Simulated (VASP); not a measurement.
# BN (e600) (P6_3mc) in VASP: notebook, part 2 of 2

VASP 6.6.1. Earlier steps stand in the parts before.

## 3. Relaxation of the atoms, PBEsol (strained cell)

INCAR reads:

```
PREC = Accurate ; ENCUT = 520
EDIFF = 1E-6 ; ISMEAR = 0
SIGMA = 0.02 ; LREAL = F
LASPH = T ; NELM = 100
ALGO = Normal ; ISIF = 2
LWAVE = F ; LCHARG = F
GGA = PS ; IBRION = 2
NSW = 60 ; EDIFFG = -0.002
```

KPOINTS reads:

```
Automatic mesh
0
Gamma
  9 9 6
```

POSCAR reads:

```
BN
1.0
    2.5421534747      0.0000000000      0.0000000000
   -1.2710767373      2.2015694894      0.0000000000
    0.0000000000      0.0000000000      4.1606277790
B N
2 2
Direct
    0.3333333333      0.6666666667     -0.0003417976
    0.6666666667      0.3333333333      0.4996582024
    0.3333333333      0.6666666667      0.3743417976
    0.6666666667      0.3333333333      0.8743417976
```

Potentials or basis: VASP PAW PBE potentials, release 64 (B, N).

Command:

```sh
$ cat potpaw_PBE.64/B/POTCAR potpaw_PBE.64/N/POTCAR > POTCAR
$ mpirun -np 1 vasp_std > vasp.out
```

OUTCAR:

```text
PREC = Accurate
   ENCUT = 520
   EDIFF = 1E-6
   ISMEAR = 0
   LREAL = F
   LASPH = T
   NELM = 100
   ISIF = 2
   GGA = PS
   IBRION = 2
   NSW = 60
   EDIFFG = -0.002

 ion  position               nearest neighbor table
   1  0.333  0.667  1.000-   4 1.56   4 1.56   4 1.56   3 1.56
   2  0.667  0.333  0.500-   3 1.56   3 1.56   3 1.56   4 1.56
   3  0.333  0.667  0.374-   2 1.56   2 1.56   2 1.56   1 1.56
   4  0.667  0.333  0.874-   1 1.56   1 1.56   1 1.56   2 1.56

  LATTYP: Found a hexagonal cell.
 ALAT       =     2.5421534747
 C/A-ratio  =     1.6366548363

  Lattice vectors:

 A1 = (   2.5421534747,   0.0000000000,   0.0000000000)
 A2 = (  -1.2710767373,   2.2015694894,   0.0000000000)
 A3 = (   0.0000000000,   0.0000000000,   4.1606277790)

Analysis of symmetry for initial positions (statically):
=====================================================================
 Subroutine PRICEL returns:
 Original cell was already a primitive cell.

 Routine SETGRP: Setting up the symmetry group for a
 hexagonal supercell.

 Subroutine GETGRP returns: Found 12 space group operations
 (whereof  6 operations were pure point group operations)
 out of a pool of 24 trial point group operations.

The static configuration has the point symmetry C_3v.
 The point group associated with its full space group is C_6v.

Analysis of symmetry for dynamics (positions and initial velocities):
=====================================================================
 Subroutine PRICEL returns:
 Original cell was already a primitive cell.

 Routine SETGRP: Setting up the symmetry group for a
 hexagonal supercell.

 Subroutine GETGRP returns: Found 12 space group operations
 (whereof  6 operations were pure point group operations)
 out of a pool of 24 trial point group operations.

The dynamic configuration has the point symmetry C_3v.
 The point group associated with its full space group is C_6v.

 Subroutine INISYM returns: Found 12 space group operations
 (whereof  6 operations are pure point group operations),
 and found     1 'primitive' translations

----------------------------------------------------------------------------------------

                                     Primitive cell

  volume of cell :      23.2859

  direct lattice vectors                    reciprocal lattice vectors
     2.542153475  0.000000000  0.000000000     0.393367281  0.227110706  0.000000000
    -1.271076737  2.201569489  0.000000000     0.000000000  0.454221411  0.000000000
     0.000000000  0.000000000  4.160627779     0.000000000  0.000000000  0.240348345

  length of vectors
     2.542153475  2.542153475  4.160627779     0.454221411  0.454221411  0.240348345

  position of ions in fractional coordinates (direct lattice)
     0.333333333  0.666666667  0.999658202
     0.666666667  0.333333333  0.499658202
     0.333333333  0.666666667  0.374341798
     0.666666667  0.333333333  0.874341798

  ion indices of the primitive-cell ions
   primitive index   ion index
                 1           1
                 2           2
                 3           3
                 4           4

----------------------------------------------------------------------------------------

 KPOINTS: Automatic mesh
[... 54 lines left out ...]
   dimension x,y,z NGXF=    40 NGYF=   40 NGZF=   64
   ions per type =               2   2
   NGX,Y,Z   is equivalent  to a cutoff of  13.08, 13.08, 12.79 a.u.
   NGXF,Y,Z  is equivalent  to a cutoff of  26.16, 26.16, 25.57 a.u.
 SYSTEM =  unknown system
   PREC   = accura    normal or accurate (medium, high low for compatibility)
   ISTART =      0    job   : 0-new  1-cont  2-samecut
   ICHARG =      2    charge: 1-file 2-atom 10-const
   ISPIN  =      1    spin polarized calculation?
   LNONCOLLINEAR =      F non collinear calculations
   LSORBIT =      F    spin-orbit coupling
   LASPH  =      T    aspherical Exc in radial PAW
   ENCUT  =  520.0 eV  38.22 Ry    6.18 a.u.   4.73  4.73  7.74*2*pi/ulx,y,z
   NELM   =    100;   NELMIN=  2; NELMDL= -5     # of ELM steps
   EDIFF  = 0.1E-05   stopping-criterion for ELM
   LREAL  =      F    real-space projection
   EDIFFG = -.2E-02   stopping-criterion for IOM
   NSW    =     60    number of steps for IOM
   IBRION =      2    ionic relax: 0-MD 1-quasi-New 2-CG
   NFREE  =      1    steps in history (QN), initial steepest desc. (CG)
   ISIF   =      2    stress and relaxation
   ISYM   =      2    0-nonsym 1-usesym 2-fastsym
   POTIM  = 0.5000    time-step for ionic-motion
   TEBEG  =    0.0;   TEEND  =   0.0 temperature during run
   PSTRESS=    0.0 pullay stress
   NELECT =      16.0000    total number of electrons
   NUPDOWN=      -1.0000    fix difference up-down
   EMIN   =  10.00;   EMAX   =-10.00  energy-range for DOS
   EFERMI =   0.00;   METHOD = LEGACY
   ISMEAR =     0;   SIGMA  =   0.02  broadening in eV -4-tet -1-fermi 0-gaus
   EFERMI_NEDOS =   21; number of points for ismear=-14 and -15
   IALGO  =     38    algorithm
   IMIX   =      4    mixing-type and parameters
     AMIX     =   0.40;   BMIX     =  1.00
     AMIX_MAG =   1.60;   BMIX_MAG =  1.00
  volume/ion in A,a.u.               =       5.82        39.29
  Fermi-wavevector in a.u.,A,eV,Ry     =   1.444610  2.729916 28.393954  2.086897
  Thomas-Fermi vector in A             =   2.562885
   LORBIT       =      0    0 simple, 1 ext, 2 COOP (PROOUT), +10 PAW based schemes
   GGA     = PS    functional components
   LHFCALC =     F    Hartree Fock is set to
   AEXX    =    0.0000 exact exchange contribution
   IVDW    =     0    specifies the selected vdW correction
   LEPSILON=     F    determine dielectric tensor
   LRPA    =     F    only Hartree local field effects (RPA)
 conjugate gradient relaxation of ions
 non-spin polarized calculation
 Gauss-broadening in eV      SIGMA  =   0.02
  energy-cutoff  :      520.00
  volume of cell :       23.29
 maximum number of plane-waves:       652
 NGX is ok and might be reduce to    20
   NGX =  9   NGY =  9   NGZ = 15

 number of electron      16.0000000 magnetization

 Free energy of the ion-electron system (eV)
  ---------------------------------------------------
  ext. energy  EPLUGINS =         0.00000000
  ---------------------------------------------------
  free energy    TOTEN  =       -36.61642416 eV

  energy without entropy =      -36.61642416  energy(sigma->0) =      -36.61642416

 E-fermi :   7.8649     XC(G=0): -13.0769

 val. band max:        7.6940373641   @ k =   0.0000   0.0000   0.0000
 cond. band min:      12.6769893065   @ k =   0.3333   0.3333   0.0000
 fundamental gap:      4.9829519424
 Fermi energy:         7.8648567862

 k-point     1 :       0.0000    0.0000    0.0000
  band No.  band energies     occupation
      1     -12.8964      2.00000
      2      -8.5275      2.00000
      3      -3.4210      2.00000
      4       5.4472      2.00000
      5       5.4472      2.00000
      6       7.4569      2.00000
      7       7.6940      2.00000
      8       7.6940      2.00000
      9      15.9678      0.00000
     10      15.9678      0.00000
     11      16.6586      0.00000
     12      17.1448      0.00000
[... 331 lines left out ...]
 k-point    24 :       0.3333    0.3333    0.1667
  band No.  band energies     occupation
      1      -7.4402      2.00000
      2      -7.4402      2.00000
      3      -1.6195      2.00000
      4      -0.2211      2.00000
      5      -0.2211      2.00000
      6       1.7790      2.00000
      7       2.9815      2.00000
      8       2.9815      2.00000
      9      13.4541      0.00000
     10      19.8814      0.00000
     11      19.8814      0.00000
     12      21.1899      0.00000

 [... further k-points ...]

------------------------ aborting loop because EDIFF is reached ----------------------------------------

  FORCE on cell =-STRESS in cart. coord.  units (eV):
  Direction    XX          YY          ZZ          XY          YZ          ZX
  --------------------------------------------------------------------------------------
  -------------------------------------------------------------------------------------
  Total        0.1170107      0.1170107      1.6847392      0.0000000      0.0000000     -0.0000000
  in kB        8.0508747      8.0508747    115.9178272      0.0000000      0.0000000     -0.0000000
  external PRESSURE =      44.0065255 kB  Pullay stress =       0.0000000 kB

 VOLUME and BASIS-vectors are now :
 -----------------------------------------------------------------------------
  energy-cutoff  :      520.00
  volume of cell :       23.29
      direct lattice vectors                 reciprocal lattice vectors
     2.542153475  0.000000000  0.000000000     0.393367281  0.227110706  0.000000000
    -1.271076737  2.201569489  0.000000000     0.000000000  0.454221411  0.000000000
     0.000000000  0.000000000  4.160627779     0.000000000  0.000000000  0.240348345

 POSITION                                       TOTAL-FORCE (eV/Angst)
 -----------------------------------------------------------------------------------
     -0.00000      1.46771      4.15921         0.000000      0.000000      0.000661
      1.27108      0.73386      2.07889         0.000000      0.000000      0.000661
     -0.00000      1.46771      1.55750        -0.000000     -0.000000     -0.000661
      1.27108      0.73386      3.63781        -0.000000      0.000000     -0.000661
 -----------------------------------------------------------------------------------
    total drift:                               -0.000000     -0.000000     -0.000381

  FREE ENERGIE OF THE ION-ELECTRON SYSTEM (eV)
  ---------------------------------------------------
  free  energy   TOTEN  =       -36.6164241639 eV

  energy  without entropy=      -36.6164241639  energy(sigma->0) =      -36.61642416

 reached required accuracy - stopping structural energy minimisation
```

OSZICAR:

```text
N       E                     dE             d eps       ncg     rms          rms(c)
DAV:   1     0.504918711011E+02    0.50492E+02   -0.87992E+03  1152   0.130E+03
DAV:   2    -0.362420316298E+02   -0.86734E+02   -0.80870E+02  1624   0.275E+02
DAV:   3    -0.385558520810E+02   -0.23138E+01   -0.23065E+01  1532   0.461E+01
DAV:   4    -0.385676619588E+02   -0.11810E-01   -0.11804E-01  1380   0.333E+00
DAV:   5    -0.385677922342E+02   -0.13028E-03   -0.13025E-03  1476   0.339E-01    0.940E+00
DAV:   6    -0.368344616485E+02    0.17333E+01   -0.43676E+00  1420   0.172E+01    0.462E+00
DAV:   7    -0.366592585161E+02    0.17520E+00   -0.23381E-01  1356   0.461E+00    0.268E+00
DAV:   8    -0.366171573846E+02    0.42101E-01   -0.69035E-02  1312   0.233E+00    0.213E-01
DAV:   9    -0.366163590376E+02    0.79835E-03   -0.20861E-03  1492   0.463E-01    0.117E-01
DAV:  10    -0.366164248355E+02   -0.65798E-04   -0.18956E-04  1380   0.136E-01    0.212E-02
DAV:  11    -0.366164245289E+02    0.30667E-06   -0.43607E-05  1484   0.565E-02    0.115E-02
DAV:  12    -0.366164241639E+02    0.36493E-06   -0.61089E-06  1404   0.233E-02
   1 F= -.36616424E+02 E0= -.36616424E+02  d E =-.366164E+02
```

CONTCAR:

```text
BN
   1.00000000000000
     2.5421534747000001    0.0000000000000000    0.0000000000000000
    -1.2710767373000000    2.2015694894000002    0.0000000000000000
     0.0000000000000000    0.0000000000000000    4.1606277790000004
  B               N
     2     2
Direct
     0.3333333332999970    0.6666666667000030    0.9996582023999991
     0.6666666667000030    0.3333333332999970    0.4996582023999991
     0.3333333332999970    0.6666666667000030    0.3743417976000032
     0.6666666667000030    0.3333333332999970    0.8743417976000032

  0.00000000E+00  0.00000000E+00  0.00000000E+00
  0.00000000E+00  0.00000000E+00  0.00000000E+00
  0.00000000E+00  0.00000000E+00  0.00000000E+00
  0.00000000E+00  0.00000000E+00  0.00000000E+00
```

It took 8.6 s on 1 thread of Intel Xeon Platinum 8375C at 2.90GHz (Ice Lake), shared host; peak memory 0.13 GiB.

Results:

| Item | Value |
| --- | --- |
| Free energy | -36.6164 eV |
| Pressure after relaxing | 4.4 GPa |
| Band gap on the k mesh | 4.98 eV, indirect (least direct gap 8.20 eV) |

Final structure:
```yaml
crystal:
  lattice:
    - [2.54215, 0.00000, 0.00000]
    - [-1.27108, 2.20157, 0.00000]
    - [0.00000, 0.00000, 4.16063]
  atoms:
    - { symbol: B, position: [0.33333, 0.66667, 0.99966] }
    - { symbol: B, position: [0.66667, 0.33333, 0.49966] }
    - { symbol: N, position: [0.33333, 0.66667, 0.37434] }
    - { symbol: N, position: [0.66667, 0.33333, 0.87434] }
```

Levels at points of the mesh, in eV from the valence-band top:
```csv
k point,band 5,band 6,band 7,band 8,band 9,band 10,band 11,band 12
"(0.00, 0.00, 0.00)",-2.25,-0.24,0.00,0.00,8.27,8.27,8.96,9.45
"(0.00, 0.00, 0.50)",-1.25,-1.25,-1.25,-1.25,9.42,9.42,9.88,9.88
```

Caveat: the cell differs from its parent crystal (strained cell); the relaxation stopped at its first step, so nothing moved; the PAW data sets were made with another functional, which shifts forces and pressure a little. A k mesh can miss the band edges.

## 4. Single point, PBEsol (strained cell)

INCAR reads:

```
PREC     = Accurate       # precision mode
ENCUT    = 910            # plane-wave cutoff, eV
EDIFF    = 1E-6           # SCF threshold, eV
ISMEAR   = 0              # smearing method
SIGMA    = 0.02           # smearing width, eV
LREAL    = F              # projectors in reciprocal space
LASPH    = T              # aspherical terms in the spheres
NELM     = 120            # most SCF steps
ALGO     = Normal         # electronic algorithm
ISIF     = 2              # what is computed and relaxed
LWAVE    = F              # write WAVECAR
LCHARG   = F              # write CHGCAR
GGA      = PS             # functional
NBANDS   = 16             # bands
GGA_COMPAT= F
```

KPOINTS reads:

```
regular mesh
0
Gamma
  9 9 6
```

POSCAR reads:

```
BN
1.0
    2.5124009663      0.0000000000      0.0000000000
   -1.2562004831      2.1758030613      0.0000000000
    0.0000000000      0.0000000000      4.1606277792
B N
2 2
Direct
    0.3333333333      0.6666666667     -0.0000992333
    0.6666666667      0.3333333333      0.4999007667
    0.3333333333      0.6666666667      0.3740992333
    0.6666666667      0.3333333333      0.8740992333
```

Potentials or basis: VASP PAW PBE potentials, release 64 (B_h, N_h).

Command:

```sh
$ cat potpaw_PBE.64/B_h/POTCAR potpaw_PBE.64/N_h/POTCAR > POTCAR
$ mpirun -np 1 vasp_std > vasp.out
```

It used 91 s of CPU time on 1 thread of AMD EPYC 7R13 Processor (Zen 3), on a shared host.

The run converged. Its results:

| Quantity | Value |
| --- | --- |
| Free energy | -36.6414 eV |
| Pressure | 13.2 GPa |
| Band gap on the k mesh | 4.87 eV, indirect (least direct gap 8.37 eV) |

Stress tensor (GPa, compression positive):
```
13.53  0.00  0.00
 0.00 13.53  0.00
 0.00  0.00 12.62
```

Levels at points of the mesh, in eV from the valence-band top:
```tsv
k point	band 4	band 5	band 6	band 7	band 8	band 9	band 10	band 11	band 12	band 13
(0.00, 0.00, 0.00)	-2.21	-2.21	-0.32	0.00	0.00	8.47	8.47	8.73	9.97	11.29
(0.00, 0.00, 0.50)	-5.94	-1.23	-1.23	-1.23	-1.23	9.80	9.80	10.08	10.08	10.08
```

Caveat: the cell differs from its parent crystal (strained cell); the cutoff is under 1.25 times the usual one of these potentials, so pressure, stress and relaxed cells hold a basis-set (Pulay) error; the PAW data sets were made with another functional, which shifts forces and pressure a little. A k mesh can miss the band edges.
